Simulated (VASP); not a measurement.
Input of a VASP 6.6.1 run:

INCAR

```
PREC     = Accurate       # precision mode
ENCUT    = 600            # plane-wave cutoff, eV
EDIFF    = 1E-6           # SCF threshold, eV
ISMEAR   = 1              # smearing method
SIGMA    = 0.1            # smearing width, eV
LREAL    = F              # projectors in reciprocal space
LASPH    = T              # aspherical terms in the spheres
NELM     = 200            # most SCF steps
ALGO     = Normal         # electronic algorithm
ISIF     = 2              # what is computed and relaxed
LWAVE    = F              # write WAVECAR
LCHARG   = F              # write CHGCAR
LDAU     = T              # DFT+U
LDAUTYPE = 2            
LDAUL    = -1 1           # shell
LDAUU    = 0 6.4          # U, eV
LDAUJ    = 0 0          
LDAUPRINT= 1            
GGA      = PE             # functional
IVDW     = 12             # dispersion correction
NBANDS   = 15             # bands
GGA_COMPAT= F
```

Contents of KPOINTS:

```
Automatic mesh
0
Gamma
  6 6 6
```

POSCAR

```
KF
1.0
    0.0000000000      2.6544134050      2.6544134050
    2.6544134050      0.0000000000      2.6544134050
    2.6544134050      2.6544134050      0.0000000000
K F
1 1
Direct
    0.0000000000      0.0000000000      0.0000000000
    0.5000000000      0.5000000000      0.5000000000
```

Potentials or basis: VASP PAW PBE potentials, release 64 (K_sv, F).

Command:

```console
$ cat potpaw_PBE.64/K_sv/POTCAR potpaw_PBE.64/F/POTCAR > POTCAR
$ mpirun -np 1 vasp_std > vasp.out
```

Question: What does it give for the band gap on the k mesh?

Answer: 6.89 eV.

Question: Estimate the pressure.

Answer: -0.4 GPa.

Caveat: three body term missing.
